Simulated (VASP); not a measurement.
A run of VASP 6.6.1 is set up as follows.

INCAR

```
ALGO = Normal
EDIFF = 1E-6
ENCUT = 520
GGA = PE
ISIF = 2
ISMEAR = 0
LASPH = True
LCHARG = True
LELF = True
LREAL = False
LVHAR = True
LWAVE = False
NBANDS = 17
NELM = 60
PREC = Accurate
SIGMA = 0.0053
```

Contents of KPOINTS:

```
Automatic mesh
0
Gamma
  3 1 1
  0 0 0.5
```

POSCAR

```
TiSi2
1.0
   -1.4728720000      1.7121300000      4.2120830000
    1.4728720000     -1.7121300000      4.2120830000
    1.4728720000      1.7121300000     -4.2120830000
Ti Si
1 2
Direct
   -0.0052739646     -0.0403644721      0.0281076971
    0.2692675531      0.3361724891      0.0169652821
    0.6014580101      0.6621327259     -0.0688438415
```

Potentials or basis: VASP PAW PBE potentials, release 64 (Ti_sv, Si).

Run with:

```sh
$ cat potpaw_PBE.64/Ti_sv/POTCAR potpaw_PBE.64/Si/POTCAR > POTCAR
$ mpirun -np 1 vasp_std > vasp.out
```

Q: Predict the band gap on the k mesh.

A: 0.81 eV, indirect (least direct gap 1.01 eV).

Q: Estimate the largest force.

A: 1.401 eV/Å.

Q: Predict the pressure.

A: 4.3 GPa.

Forces in eV/Å, atoms in the order of the input:
```
Ti   0.550 -1.142  0.595
Si  -1.135  0.221 -0.597
Si   0.585  0.922  0.002
```

Caveat: the k points lie up to 2.81 Å⁻¹ apart; forces of over 1 eV/Å act on the atoms, so gaps and moduli don't describe the material at rest. A k mesh can miss the band edges.
